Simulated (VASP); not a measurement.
# InPd (Pm) in VASP: single point with PBE

Aim: the single point of InPd with PBE.

All numbers are computed with VASP 6.6.1; they aren't measurements. Logs are shortened: lines on timing, memory, paths and dates and some standing lists are left out, and cuts for length are marked.

## (1) The cell of the first run

It takes space group Pm (No. 6, monoclinic). The conventional cell has a = 3.305 Å, b = 3.305 Å, c = 3.305 Å, α = 90.00°, β = 90.00°, γ = 90.00°. In (site symmetry m) has 8 Pd at 2.74 to 2.99 Å and 6 In at 3.31 Å within 3.6 Å. Within 3.6 Å of Pd (site symmetry m) lie 8 In at 2.74 to 2.99 Å and 6 Pd at 3.31 Å.

## (2) Single point, PBE (atoms displaced along a vibrational mode)

Input file INCAR:

```
SYSTEM = InPd
ALGO = Fast
EDIFF = 1E-6
ENCUT = 520
GGA = PE
ISIF = 2
ISMEAR = 0
LASPH = .True.
LCHARG = .False.
LREAL = .False.
LWAVE = .False.
NBANDS = 18
NELM = 100
PREC = Accurate
SIGMA = 0.15
```

Input file KPOINTS:

```
k-points
0
Gamma
  14 14 14
  0 0 0
```

Input file POSCAR:

```
InPd
1.0
    3.3052635960      0.0000000000      0.0000000000
    0.0000000000      3.3052635960      0.0000000000
    0.0000000000      0.0000000000      3.3052635960
In Pd
1 1
Direct
   -0.0269202079     -0.0053840416      0.0000000000
    0.5290445821      0.5058089164      0.5000000000
```

Potentials or basis: VASP PAW PBE potentials, release 64 (In_d, Pd).

Launch:

```console
$ cat potpaw_PBE.64/In_d/POTCAR potpaw_PBE.64/Pd/POTCAR > POTCAR
$ mpirun -np 1 vasp_std > vasp.out
```

OUTCAR:

```text
SYSTEM = InPd
   EDIFF = 1E-6
   ENCUT = 520
   GGA = PE
   ISIF = 2
   ISMEAR = 0
   LASPH = .True.
   LREAL = .False.
   NELM = 100
   PREC = Accurate

 ion  position               nearest neighbor table
   1  0.973  0.995  0.000-   2 2.74   2 2.74   2 2.78   2 2.78   2 2.95   2 2.95   2 2.99   2 2.99

   2  0.529  0.506  0.500-   1 2.74   1 2.74   1 2.78   1 2.78   1 2.95   1 2.95   1 2.99   1 2.99

  LATTYP: Found a simple cubic cell.
 ALAT       =     3.3052635960

  Lattice vectors:

 A1 = (   3.3052635960,   0.0000000000,   0.0000000000)
 A2 = (   0.0000000000,   3.3052635960,   0.0000000000)
 A3 = (   0.0000000000,   0.0000000000,   3.3052635960)

Analysis of symmetry for initial positions (statically):
=====================================================================
 Subroutine PRICEL returns:
 Original cell was already a primitive cell.

 Routine SETGRP: Setting up the symmetry group for a
 simple cubic supercell.

 Subroutine GETGRP returns: Found  2 space group operations
 (whereof  2 operations were pure point group operations)
 out of a pool of 48 trial point group operations.

The static configuration has the point symmetry C_1h.

Analysis of symmetry for dynamics (positions and initial velocities):
=====================================================================
 Subroutine PRICEL returns:
 Original cell was already a primitive cell.

 Routine SETGRP: Setting up the symmetry group for a
 simple cubic supercell.

 Subroutine GETGRP returns: Found  2 space group operations
 (whereof  2 operations were pure point group operations)
 out of a pool of 48 trial point group operations.

The dynamic configuration has the point symmetry C_1h.

 Subroutine INISYM returns: Found  2 space group operations
 (whereof  2 operations are pure point group operations),
 and found     1 'primitive' translations

----------------------------------------------------------------------------------------

                                     Primitive cell

  volume of cell :      36.1092

  direct lattice vectors                    reciprocal lattice vectors
     3.305263596  0.000000000  0.000000000     0.302547731  0.000000000  0.000000000
     0.000000000  3.305263596  0.000000000     0.000000000  0.302547731  0.000000000
     0.000000000  0.000000000  3.305263596     0.000000000  0.000000000  0.302547731

  length of vectors
     3.305263596  3.305263596  3.305263596     0.302547731  0.302547731  0.302547731

  position of ions in fractional coordinates (direct lattice)
     0.973079792  0.994615958  0.000000000
     0.529044582  0.505808916  0.500000000

  ion indices of the primitive-cell ions
   primitive index   ion index
                 1           1
                 2           2

----------------------------------------------------------------------------------------

 KPOINTS: k-points

Automatic generation of k-mesh.
 Grid dimensions read from file:
 generate k-points for:   14   14   14

 Generating k-lattice:

  Cartesian coordinates                     Fractional coordinates (reciprocal lattice)
     0.021610552  0.000000000  0.000000000     0.071428571  0.000000000  0.000000000
     0.000000000  0.021610552  0.000000000     0.000000000  0.071428571  0.000000000
     0.000000000  0.000000000  0.021610552     0.000000000  0.000000000  0.071428571

  Length of vectors
     0.021610552  0.021610552  0.021610552

  Shift w.r.t. Gamma in fractional coordinates (k-lattice)
     0.000000000  0.000000000  0.000000000

 Subroutine IBZKPT returns following result:
 ===========================================

 Found    800 irreducible k-points:

 Following reciprocal coordinates:
            Coordinates               Weight
  0.000000  0.000000  0.000000      1.000000
  0.071429  0.000000  0.000000      2.000000
  0.000000  0.071429  0.000000      2.000000
  0.000000  0.000000  0.071429      2.000000
  0.142857  0.000000  0.000000      2.000000
  0.000000  0.142857  0.000000      2.000000
[... 16 lines left out ...]
  0.071429  0.071429  0.000000      2.000000
  0.000000  0.071429  0.071429      4.000000
 [... further k-points ...]
   k-points           NKPTS =    800   k-points in BZ     NKDIM =    800   number of bands    NBANDS=     18
   number of dos      NEDOS =    301   number of ions     NIONS =      2
   total plane-waves  NPLWV =  21952
   dimension x,y,z NGX =    28 NGY =   28 NGZ =   28
   dimension x,y,z NGXF=    56 NGYF=   56 NGZF=   56
   ions per type =               1   1
   NGX,Y,Z   is equivalent  to a cutoff of  14.08, 14.08, 14.08 a.u.
   NGXF,Y,Z  is equivalent  to a cutoff of  28.17, 28.17, 28.17 a.u.
 SYSTEM =  InPd
   PREC   = accura    normal or accurate (medium, high low for compatibility)
   ISTART =      0    job   : 0-new  1-cont  2-samecut
   ICHARG =      2    charge: 1-file 2-atom 10-const
   ISPIN  =      1    spin polarized calculation?
   LNONCOLLINEAR =      F non collinear calculations
   LSORBIT =      F    spin-orbit coupling
   LASPH  =      T    aspherical Exc in radial PAW
   ENCUT  =  520.0 eV  38.22 Ry    6.18 a.u.   6.15  6.15  6.15*2*pi/ulx,y,z
   NELM   =    100;   NELMIN=  2; NELMDL= -5     # of ELM steps
   EDIFF  = 0.1E-05   stopping-criterion for ELM
   LREAL  =      F    real-space projection
   EDIFFG = 0.1E-04   stopping-criterion for IOM
   NSW    =      0    number of steps for IOM
   IBRION =     -1    ionic relax: 0-MD 1-quasi-New 2-CG
   NFREE  =      0    steps in history (QN), initial steepest desc. (CG)
   ISIF   =      2    stress and relaxation
   ISYM   =      2    0-nonsym 1-usesym 2-fastsym
   POTIM  = 0.5000    time-step for ionic-motion
   TEBEG  =    0.0;   TEEND  =   0.0 temperature during run
   PSTRESS=    0.0 pullay stress
   NELECT =      23.0000    total number of electrons
   NUPDOWN=      -1.0000    fix difference up-down
   EMIN   =  10.00;   EMAX   =-10.00  energy-range for DOS
   EFERMI =   0.00;   METHOD = LEGACY
   ISMEAR =     0;   SIGMA  =   0.15  broadening in eV -4-tet -1-fermi 0-gaus
   EFERMI_NEDOS =   21; number of points for ismear=-14 and -15
   IALGO  =     68    algorithm
   IMIX   =      4    mixing-type and parameters
     AMIX     =   0.40;   BMIX     =  1.00
     AMIX_MAG =   1.60;   BMIX_MAG =  1.00
  volume/ion in A,a.u.               =      18.05       121.84
  Fermi-wavevector in a.u.,A,eV,Ry     =   1.408569  2.661809 26.994851  1.984066
  Thomas-Fermi vector in A             =   2.530713
   LORBIT       =      0    0 simple, 1 ext, 2 COOP (PROOUT), +10 PAW based schemes
   GGA     = PE    functional components
   LHFCALC =     F    Hartree Fock is set to
   AEXX    =    0.0000 exact exchange contribution
   IVDW    =     0    specifies the selected vdW correction
   LEPSILON=     F    determine dielectric tensor
   LRPA    =     F    only Hartree local field effects (RPA)
 non-spin polarized calculation
 RMM-DIIS sequential band-by-band and
 Gauss-broadening in eV      SIGMA  =   0.15
  energy-cutoff  :      520.00
  volume of cell :       36.11
 maximum number of plane-waves:       992
 NGX is ok and might be reduce to    28
   NGX = 13   NGY = 13   NGZ = 13

 number of electron      23.0000001 magnetization

 Free energy of the ion-electron system (eV)
  ---------------------------------------------------
  ext. energy  EPLUGINS =         0.00000000
  ---------------------------------------------------
  free energy    TOTEN  =        -8.68831788 eV

  energy without entropy =       -8.67960262  energy(sigma->0) =       -8.68396025

 E-fermi :  10.0631     XC(G=0): -12.0507

 val. band max:       10.0583116424   @ k =  -0.3571   0.1429   0.2143
 cond. band min:      10.0631363763   @ k =   0.3571   0.1429  -0.2143
 fundamental gap:      0.0048247340
 Fermi energy:        10.0630997250

 k-point     1 :       0.0000    0.0000    0.0000
  band No.  band energies     occupation
      1      -4.8591      2.00000
      2      -4.8585      2.00000
      3      -4.4920      2.00000
      4      -4.4833      2.00000
      5      -4.4815      2.00000
      6       0.2133      2.00000
[... 10 lines left out ...]
     17      20.4075      0.00000
     18      26.0692      0.00000

 k-point     2 :       0.0714    0.0000    0.0000
  band No.  band energies     occupation
      1      -4.8566      2.00000
      2      -4.8426      2.00000
      3      -4.4928      2.00000
      4      -4.4883      2.00000
      5      -4.4845      2.00000
      6       0.2918      2.00000
[... 10 lines left out ...]
     17      20.6998      0.00000
     18      25.9392      0.00000

 k-point     3 :       0.0000    0.0714    0.0000
  band No.  band energies     occupation
      1      -4.8564      2.00000
      2      -4.8427      2.00000
      3      -4.4962      2.00000
      4      -4.4885      2.00000
      5      -4.4812      2.00000
      6       0.2923      2.00000
[... 10 lines left out ...]
     17      20.8414      0.00000
     18      25.9104      0.00000

 k-point     4 :       0.0000    0.0000    0.0714
  band No.  band energies     occupation
      1      -4.8564      2.00000
      2      -4.8427      2.00000
      3      -4.4970      2.00000
      4      -4.4867      2.00000
      5      -4.4822      2.00000
      6       0.2923      2.00000
[... 375 lines left out ...]
      4      -4.5331      2.00000
      5      -4.4611      2.00000
      6       3.5641      2.00000
[... 10 lines left out ...]
     17      20.5675      0.00000
     18      21.1479      0.00000

 k-point    23 :       0.0714    0.0714    0.0000
  band No.  band energies     occupation
      1      -4.8475      2.00000
      2      -4.8332      2.00000
      3      -4.4942      2.00000
      4      -4.4938      2.00000
      5      -4.4871      2.00000
      6       0.3706      2.00000
[... 10 lines left out ...]
     17      20.8762      0.00000
     18      25.6535      0.00000

 k-point    24 :       0.0000    0.0714    0.0714
  band No.  band energies     occupation
      1      -4.8472      2.00000
      2      -4.8333      2.00000
      3      -4.5015      2.00000
      4      -4.4889      2.00000
      5      -4.4851      2.00000
      6       0.3711      2.00000
[... 10 lines left out ...]
     17      20.9329      0.00000
     18      25.5562      0.00000

 [... further k-points ...]

------------------------ aborting loop because EDIFF is reached ----------------------------------------

  FORCE on cell =-STRESS in cart. coord.  units (eV):
  Direction    XX          YY          ZZ          XY          YZ          ZX
  --------------------------------------------------------------------------------------
  -------------------------------------------------------------------------------------
  Total        0.1691414      0.4297075      0.4423427      0.1365427      0.0000000      0.0000000
  in kB        7.5048522     19.0662486     19.6268747      6.0584395      0.0000000      0.0000000
  external PRESSURE =      15.3993252 kB  Pullay stress =       0.0000000 kB

 VOLUME and BASIS-vectors are now :
 -----------------------------------------------------------------------------
  energy-cutoff  :      520.00
  volume of cell :       36.11
      direct lattice vectors                 reciprocal lattice vectors
     3.305263596  0.000000000  0.000000000     0.302547731  0.000000000  0.000000000
     0.000000000  3.305263596  0.000000000     0.000000000  0.302547731  0.000000000
     0.000000000  0.000000000  3.305263596     0.000000000  0.000000000  0.302547731

 POSITION                                       TOTAL-FORCE (eV/Angst)
 -----------------------------------------------------------------------------------
      3.21629      3.28747      0.00000         0.662312      0.153850      0.000000
      1.74863      1.67183      1.65263        -0.662312     -0.153850      0.000000
 -----------------------------------------------------------------------------------
    total drift:                                0.000368      0.000412     -0.000002

  FREE ENERGIE OF THE ION-ELECTRON SYSTEM (eV)
  ---------------------------------------------------
  free  energy   TOTEN  =        -8.6883178840 eV

  energy  without entropy=       -8.6796026210  energy(sigma->0) =       -8.68396025
```

It took 4.9 min on 1 thread of AMD EPYC 9R45 (Zen 5), shared host; peak memory 0.58 GiB.

What came out:

| Item | Value |
| --- | --- |
| Free energy | -8.6883 eV |
| Pressure | 1.5 GPa |
| Largest force | 0.680 eV/Å |
| Band gap on the k mesh | zero (an odd number of electrons rules out a gap without spin polarisation) |

Forces on the atoms (eV/Å):
```
In   0.662  0.154  0.000
Pd  -0.662 -0.154  0.000
```

Stress tensor (GPa, compression positive):
```
0.75 0.61 0.00
0.61 1.91 0.00
0.00 0.00 1.96
```

Caveat: the cell differs from its parent crystal (atoms displaced along a vibrational mode); spin-orbit coupling is left out, which moves the levels of the heavy elements.
